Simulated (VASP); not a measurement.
Crystal: SrCl2.

```
CELL_PARAMETERS angstrom
0.00000 3.49765 3.49765
3.49765 0.00000 3.49765
3.49765 3.49765 0.00000
ATOMIC_POSITIONS crystal
Sr 0.00000 0.00000 0.00000
Cl 0.25000 0.25000 0.25000
Cl 0.75000 0.75000 0.75000
```

Base run:

| Property | Result |
| --- | --- |
| Program | VASP 6.6.1 |
| Functional | r2SCAN |
| Potentials or basis | VASP PAW PBE potentials, release 64 (Sr_sv, Cl) |
| Cutoff | 520 eV |
| k mesh | 6 × 6 × 6 |
| Occupations | gaussian, width 0.01 eV |
| Spin | no spin polarisation |

Its results: band gap on the k mesh 5.94 eV, indirect (least direct gap 5.99 eV); pressure 0.0 GPa.

**Question.** The run is repeated on the same cell with these changes: functional from r2SCAN to PBE. What comes out?

**Answer.** Band gap on the k mesh 5.31 eV, indirect (least direct gap 5.51 eV); pressure 0.8 GPa.

r2SCAN gives the wider gap, since meta-GGAs in the generalised Kohn-Sham scheme recover part of the derivative discontinuity.

Caveats: the PAW data sets were made with another functional, which shifts forces and pressure a little (some runs).

A k mesh can miss the band edges.
